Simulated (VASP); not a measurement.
Here is a VASP 6.6.1 calculation.

Contents of INCAR:

```
ALGO = Normal
EDIFF = 1E-6
EDIFFG = -0.01
ENCUT = 600
GGA = PE
IBRION = 2
ISIF = 3
ISMEAR = 0
LASPH = T
LCHARG = F
LREAL = F
LWAVE = F
NELM = 60
NSW = 100
PREC = Accurate
SIGMA = 0.1
```

File KPOINTS:

```
k-points
0
Gamma
  10 10 10
```

The input POSCAR:

```
Nb4C
1.0
    0.0000000000      3.7166681746      3.7166681746
    3.7166681746      0.0000000000      3.7166681746
    3.7166681746      3.7166681746      0.0000000000
Nb C
4 1
Direct
    0.6216327982      0.1351016055      0.6216327982
    0.6216327982      0.6216327982      0.6216327982
    0.1351016055      0.6216327982      0.6216327982
    0.6216327982      0.6216327982      0.1351016055
    0.0000000000      0.0000000000      0.0000000000
```

Potentials or basis: VASP PAW PBE potentials, release 64 (Nb_sv, C).

Run with:

```console
$ cat potpaw_PBE.64/Nb_sv/POTCAR potpaw_PBE.64/C/POTCAR > POTCAR
$ mpirun -np 1 vasp_std > vasp.out
```

(1) What does it give for the band gap on the k mesh?

(2) What does it give for the space group after relaxing (to 0.1 Å)?

(3) Predict the relaxed cell.

(4) Predict the relaxed volume.

Answers

(1) zero (bands 28 and 29 overlap by 1.26 eV).

(2) F-43m (No. 216).

(3) a = 5.258 Å, b = 5.258 Å, c = 5.258 Å, α = 60.00°, β = 60.00°, γ = 60.00°.

(4) 20.56 Å³/atom.
